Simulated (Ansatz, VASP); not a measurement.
**One calculation of Si16B, two programs**

```
Si B
1.0
     0.00000    5.43000    5.43000
     5.43000    0.00000    5.43000
     5.43000    5.43000    0.00000
Si B
16 1
Direct
  0.00724 0.99753 0.00015
  0.12675 0.12191 0.12958
  0.00306 0.99905 0.50402
  0.12543 0.12777 0.62744
  0.00826 0.49545 0.99716
  0.12560 0.62471 0.12342
  0.00618 0.50032 0.49624
  0.12710 0.62471 0.62381
  0.49924 0.99645 0.00658
  0.63416 0.11420 0.13306
  0.49702 0.00660 0.50705
  0.62808 0.12488 0.63105
  0.50219 0.49747 0.98799
  0.63405 0.61487 0.12243
  0.49939 0.49988 0.50011
  0.63383 0.63412 0.60549
  0.67636 0.77403 0.25249
```

Alike in both runs: functional PBE; k mesh 2 × 2 × 2; occupations gaussian, width 0.02 eV; collinear spin.

Ansatz relaxed the structure, and its values are those at the end. VASP's run is a single point on that final structure, the one shown.

```csv
,VASP,Ansatz
version,VASP 6.6.1,Ansatz 0.2.0
potentials or method,"VASP PAW PBE potentials, release 64 (Si, B), cutoff 520 eV","scalar-relativistic, plane waves, PAW"
valence electrons in the cell,67,67
```

|  | VASP | Ansatz | Ansatz less VASP |
| --- | --- | --- | --- |
| rms of the force components (eV/Å) | 0.007 | 0.007 | 0.0000 |
| net moment per atom (μB) | 0.00 | 0.00 | 0.000 |

Ansatz's warnings: filled band counts differ across k points, seeded moment not kept.

The k mesh is coarse, so the values compare programs but aren't converged.
